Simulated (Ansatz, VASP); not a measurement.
## Two plane-wave programs on TaN

Contents of POSCAR:

```
TaN
1.0
    2.9976027420      0.0000000000      0.0000000000
   -1.4988013710      2.5960001250      0.0000000000
    0.0000000000      0.0000000000      2.9468595706
Ta N
1 1
Direct
    0.0000000000      0.0000000000      0.5000000000
    0.6666666667      0.3333333333      0.0000000000
```

The input INCAR.step1:

```
PREC = Accurate
ENCUT = 580
ISMEAR = -1
SIGMA = 0.05
LREAL = False
LASPH = True
NELM = 120
NBANDS = 16
GGA = PE
ALGO = Normal
EDIFF = 1E-5
LWAVE = True
LCHARG = False
GGA_COMPAT = False
```

File INCAR.step2:

```
PREC = Accurate
ENCUT = 580
EDIFF = 1E-8
ISMEAR = -1
SIGMA = 0.05
LREAL = False
LASPH = True
NELM = 120
ALGO = Normal
ISIF = 2
LWAVE = False
LCHARG = False
METAGGA = R2SCAN
LMIXTAU = True
LEFG = True
NBANDS = 16
ISTART = 1
GGA_COMPAT = False
```

File KPOINTS:

```
Automatic mesh
0
Gamma
  13 13 11
```

Input for Ansatz:

```yaml
crystal:
  lattice:
    - [2.997602742, 0.0, 0.0]
    - [-1.498801371, 2.596000125, 0.0]
    - [0.0, 0.0, 2.9468595706]
  atoms:
    - { symbol: Ta, position: [0.0, 0.0, 0.5] }
    - { symbol: "N", position: [0.6666666667, 0.3333333333, 0.0] }
kpoints:
  mp_grid: { grid: [13, 13, 11] }
scf:
  occupations: { method: fermi_dirac, width: 0.05 }
hamiltonian:
  xc: r2scan
  pseudopotentials: { kind: paw }
output:
  forces: true
  stress: true
  eigenvalues: true
  efg: { contact_densities: true }
```

Change from the starting cell: volume scaled by 1.06, PAW files.

Alike in both runs: task electric field gradients; functional r2SCAN; k mesh 13 × 13 × 11; occupations fermi-dirac, width 0.05 eV; no spin polarisation.

```csv
,VASP,Ansatz
version,VASP 6.6.1,Ansatz 0.2.0
potentials or method,"VASP PAW PBE potentials, release 64 (Ta_sv_GW, N)","PAW with Ansatz's default frozen-core files, scalar-relativistic"
plane-wave cutoff (eV),580,500
valence electrons in the cell,18,18
```

```csv
,VASP,Ansatz,Ansatz less VASP
size of Vzz on the site where it differs most (V/Å²),29.2,49.9,+20.63
```

VASP's potentials were made for PBE, not for r2SCAN. The functional is the same, so the differences come from potentials, cutoffs and numerics.

Spin-orbit coupling is off throughout.
